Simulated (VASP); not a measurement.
Runs of VASP 6.6.1 on BN. The structure is that of space group P3m1 (No. 156), or close to it. The cells are those of the table. 

```tsv
cell	gap on the mesh (eV)	pressure (GPa)	largest force (eV/Å)
a = 2.554, b = 2.554, c = 14.681 Å, angles 90.0, 90.0, 60.0°, 12 atoms	none	-3.5	3.63
a = 2.554, b = 2.554, c = 17.181 Å, angles 90.0, 90.0, 60.0°, 12 atoms	none	-2.1	2.87
a = 2.554, b = 2.554, c = 13.181 Å, angles 90.0, 90.0, 60.0°, 12 atoms	3.82	-6.0	1.99
a = 2.554, b = 2.554, c = 12.381 Å, angles 90.0, 90.0, 60.0°, 12 atoms	4.88	16.3	12.20
a = 2.554, b = 2.554, c = 13.431 Å, angles 90.0, 90.0, 60.0°, 12 atoms	(b)	-6.2	2.61
a = 2.554, b = 2.554, c = 13.681 Å, angles 90.0, 90.0, 60.0°, 12 atoms	1.29	-5.9	3.11
a = 2.554, b = 2.554, c = 14.181 Å, angles 90.0, 90.0, 60.0°, 12 atoms	0.11	-4.6	(a)
a = 2.554, b = 2.554, c = 12.931 Å, angles 90.0, 90.0, 60.0°, 12 atoms	5.17	-4.5	1.80
a = 2.554, b = 2.554, c = 18.681 Å, angles 90.0, 90.0, 60.0°, 12 atoms	none	-1.9	2.90
a = 2.554, b = 2.554, c = 15.681 Å, angles 90.0, 90.0, 60.0°, 12 atoms	none	-2.4	2.96
```

Alike in all rows: task single point; level PBE; potentials or basis VASP PAW PBE potentials, release 64 (B, N); no spin polarisation; k mesh 10 × 10 × 2; cutoff (eV) 520; smearing gaussian 0.05 eV.

**Question.** Fill in the values left out.

**Answer.** (a) 3.73; (b) 2.35.

Caveats: forces of over 1 eV/Å act on the atoms, so gaps and moduli don't describe the material at rest.

A k mesh can miss the band edges.

A gap of «none» marks levels without a gap at the run's occupations.
